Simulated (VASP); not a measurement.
PbS:

```
Pb S
1.0
     2.12665    1.22782    3.47478
    -2.12665    1.22782    3.47478
     0.00000   -2.45565    3.47478
Pb S
1 1
Cartesian
  0.0000 0.0000 10.2217
  0.0000 0.0000 4.9519
```

This cell differs from its parent crystal: volume scaled by 1.02.

Base run:

- Program: VASP 6.6.1
- Functional: PBE
- Potentials or basis: VASP PAW PBE potentials, release 64 (Pb_d, S)
- Cutoff: 520 eV
- k mesh: 8 × 8 × 8
- Occupations: fermi-dirac, width 0.05 eV
- Spin: no spin polarisation

Its results: band gap on the k mesh 0.52 eV, direct; pressure -0.2 GPa; largest force 0.009 eV/Å.

The run is repeated on the same cell with these changes: functional from PBE to PBE0; k mesh from 8 × 8 × 8 to 4 × 4 × 4. What comes out?

Band gap on the k mesh 1.66 eV, direct; pressure -1.4 GPa; largest force 0.033 eV/Å.

Several settings changed at once, so the effect can't be laid on one alone.

Caveats: some runs use coarse meshes; spin-orbit coupling is left out, which moves the levels of the heavy elements; the PAW data sets were made with another functional, which shifts forces and pressure a little (some runs).

A k mesh can miss the band edges.
